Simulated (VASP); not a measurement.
SnSe, 2 atoms in the cell. Symmetry: Fm-3m, No. 225, cubic system. Conventional cell: a = 5.757 Å, b = 5.757 Å, c = 5.757 Å, α = 90.00°, β = 90.00°, γ = 90.00°. Sn (site symmetry m-3m) has 6 Se at 2.88 Å within 3.8 Å. Se (site symmetry m-3m) has 6 Sn at 2.88 Å within 3.8 Å. 

- Program: VASP 6.6.1
- Task: relaxation of cell and atoms
- Functional: PBE
- Potentials or basis: VASP PAW PBE potentials, release 64 (Sn_d, Se)
- Cutoff: 600 eV
- k mesh: 10 × 10 × 10
- Occupations: gaussian, width 0.02 eV
- Spin: no spin polarisation
- Target pressure: 10 GPa
- Dipole correction: no
- Further INCAR settings: ALGO = Normal; EDIFF = 1e-07; IBRION = 2; EDIFFG = -0.008; NSW = 70; ISIF = 3

Potentials or basis: VASP PAW PBE potentials, release 64 (Sn_d, Se).

Command:

```console
$ cat potpaw_PBE.64/Sn_d/POTCAR potpaw_PBE.64/Se/POTCAR > POTCAR
$ mpirun -np 1 vasp_std > vasp.out
```

Hardware: 1 thread of Intel Xeon 8259CL (shared host).

Task: Estimate the wall time of this run.

Result: Run time: 2.4 min on 1 thread of Intel Xeon 8259CL (shared host), peak memory 0.23 GiB. Counts: scf iterations 31, k points 47, ion steps 3.
